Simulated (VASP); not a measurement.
**HgTe: single point with PBEsol**

HgTe:

```
Hg Te
1.0
    -2.92378    2.92378    1.55941
     2.92378   -2.92378    1.55941
     2.92378    2.92378   -1.55941
Hg Te
1 1
Direct
  0.75000 0.25000 0.50000
  0.00000 0.00000 0.00000
```

| Property | Result |
| --- | --- |
| Program | VASP 6.6.1 |
| Task | single point |
| Functional | PBEsol |
| Potentials or basis | VASP PAW PBE potentials, release 64 (Hg, Te) |
| Cutoff | 520 eV |
| k mesh | 10 × 10 × 10 |
| Occupations | fermi-dirac, width 0.05 eV |
| Spin | no spin polarisation |

```
Pressure               : 0.1 GPa
Band gap on the k mesh : zero (band 9 reaches 7.18 eV, above the bottom of band 10 at 3.12 eV)
```

Stress tensor (GPa, compression positive):
```
-1.13  0.00  0.00
 0.00 -1.13  0.00
 0.00  0.00  2.58
```

Levels at points of the mesh, in eV from the Fermi level:
| k point | band 6 | band 7 | band 8 | band 9 | band 10 | band 11 | band 12 | band 13 |
| --- | --- | --- | --- | --- | --- | --- | --- | --- |
| (0.00, 0.00, 0.00) | -6.53 | -3.29 | -2.62 | -2.62 | 3.31 | 4.55 | 7.42 | 7.42 |
| (0.50, 0.00, 0.00) | -6.57 | -4.78 | -2.20 | -1.42 | -0.44 | 3.44 | 3.54 | 6.00 |
| (0.50, 0.50, 0.00) | -6.44 | -6.43 | -0.73 | 1.95 | 2.04 | 2.64 | 3.37 | 8.57 |
| (0.50, 0.50, 0.50) | -6.27 | -4.87 | -4.87 | -4.69 | 2.86 | 6.68 | 8.90 | 8.90 |

It took 77 s on 1 thread of AMD EPYC 7R13 Processor (Zen 3) (shared host), peak memory 0.23 GiB.

Caveat: the PAW data sets were made with another functional, which shifts forces and pressure a little; spin-orbit coupling is left out, which moves the levels of the heavy elements.
